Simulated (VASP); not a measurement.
Write the native input for VASP 6.6.1 that does the following.

| Item | Value |
| --- | --- |
| Task | single point |
| Functional | PBEsol |
| Potentials or basis | VASP PAW PBE potentials, release 64 (Ni) |
| Cutoff | 520 eV |
| k mesh | 11 × 11 × 11 |
| Occupations | fermi-dirac, width 0.05 eV |
| Spin | collinear spin, ferromagnetic start |
| Starting moments | [0.5] μB |
| Fixed moment | 0.5 μB |
| Dipole correction | no |
| Further INCAR settings | ALGO = Normal; EDIFF = 1e-06; NBANDS = 15 |

The structure of Ni lies in POSCAR:

```
Ni
1.0
    0.0000000000      1.7375729330      1.7375729330
    1.7375729330      0.0000000000      1.7375729330
    1.7375729330      1.7375729330      0.0000000000
Ni
1
Direct
    0.0000000000      0.0000000000      0.0000000000
```

The input as run:

INCAR

```
SYSTEM = Ni
PREC     = Accurate       ! precision mode
ENCUT    = 520            ! plane-wave cutoff, eV
EDIFF    = 1E-6           ! SCF threshold, eV
ISMEAR   = -1             ! smearing method
SIGMA    = 0.05           ! smearing width, eV
LREAL    = .FALSE.        ! projectors in reciprocal space
LASPH    = .TRUE.         ! aspherical terms in the spheres
NELM     = 150            ! most SCF steps
ALGO     = Normal         ! electronic algorithm
ISIF     = 2              ! what is computed and relaxed
LWAVE    = .FALSE.        ! write WAVECAR
LCHARG   = .TRUE.         ! write CHGCAR
ISPIN    = 2              ! spin polarisation
MAGMOM   = 0.5            ! initial moments
LORBIT   = 11             ! projections on sites
NUPDOWN  = 0.5            ! fixed moment
LMAXMIX  = 4              ! l up to which the mixer works
GGA      = PS             ! functional
LELF     = .TRUE.         ! ELF
LVHAR    = .TRUE.       
NBANDS   = 15             ! bands
```

KPOINTS

```
Automatic mesh
0
G
  11 11 11
  0 0 0
```

Potentials or basis: VASP PAW PBE potentials, release 64 (Ni).

Launch:

```console
$ cat potpaw_PBE.64/Ni/POTCAR > POTCAR
$ mpirun -np 1 vasp_std > vasp.out
```

It gave:

The pressure is -2.8 GPa, the net moment is 0.50 μB per cell and the site moments are Ni +0.51 μB. The valence electrons inside the program's atomic spheres are Ni 9.38.

Caveat: the PAW data sets were made with another functional, which shifts forces and pressure a little; the total moment is fixed, so each spin has its own Fermi level.

Run time: 11 s on 1 thread of Intel Xeon 6975P-C (shared host), peak memory 0.13 GiB.
